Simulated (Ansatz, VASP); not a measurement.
**WC in VASP and in Ansatz**

Contents of INCAR:

```
ALGO = Normal
EDIFF = 1E-6
ENCUT = 520
GGA = PS
ISIF = 2
ISMEAR = -1
LASPH = True
LCHARG = True
LELF = True
LREAL = False
LVHAR = True
LWAVE = False
NBANDS = 16
NELM = 60
PREC = Accurate
SIGMA = 0.05
```

Contents of KPOINTS:

```
k-points
0
Gamma
  13 13 12
```

The input POSCAR:

```
WC
1.0
    2.9585114647      0.0000000000      0.0000000000
   -1.4792557324      2.5621460858      0.0000000000
    0.0000000000      0.0000000000      2.8290000000
W C
1 1
Direct
    0.0000000000      0.0000000000      0.0000000000
    0.6666666667      0.3333333333      0.5000000000
```

Input for Ansatz:

```yaml
crystal:
  lattice:
    - [2.9585114647, 0.0, 0.0]
    - [-1.4792557324, 2.5621460858, 0.0]
    - [0.0, 0.0, 2.829]
  atoms:
    - { symbol: W, position: [0.0, 0.0, 0.0] }
    - { symbol: C, position: [0.6666666667, 0.3333333333, 0.5] }
kpoints:
  mp_grid: { grid: [13, 13, 12] }
  band_path:
    path:
      - [0.0, 0.0, 0.0]
      - [0.5, 0.0, 0.0]
      - [0.3333333333, 0.3333333333, 0.0]
      - [0.0, 0.0, 0.0]
      - [0.0, 0.0, 0.5]
      - [0.5, 0.0, 0.5]
      - [0.3333333333, 0.3333333333, 0.5]
      - [0.0, 0.0, 0.5]
      - [0.5, 0.0, 0.5]
    npoints: 5
scf:
  occupations: { method: fermi_dirac, width: 0.05 }
hamiltonian:
  xc: pbesol
  pseudopotentials: { kind: all_electron, lapw: { basis_error: 0.001 } }
output:
  forces: true
  stress: true
  eigenvalues: true
```

Change from the starting cell: equal xx and yy strain of +2 %.

Alike in both runs: task single point; functional PBEsol; k mesh 13 × 13 × 12; occupations fermi-dirac, width 0.05 eV; no spin polarisation.

```csv
,VASP,Ansatz
version,VASP 6.6.1,Ansatz 0.2.0
potentials or method,"VASP PAW PBE potentials, release 64 (W_sv, C), cutoff 520 eV","all-electron LAPW, scalar-relativistic"
```

|  | VASP | Ansatz | Ansatz less VASP |
| --- | --- | --- | --- |
| pressure (GPa) | -13.7 | -14.6 | -0.96 |
| traceless stress, the component that is largest in VASP (GPa) | 7.45 | 7.21 | -0.234 |

VASP's potentials were made for PBE, not for PBEsol. Ansatz ran all-electron here, and VASP with PAW potentials.

Neither program's run includes spin-orbit coupling.
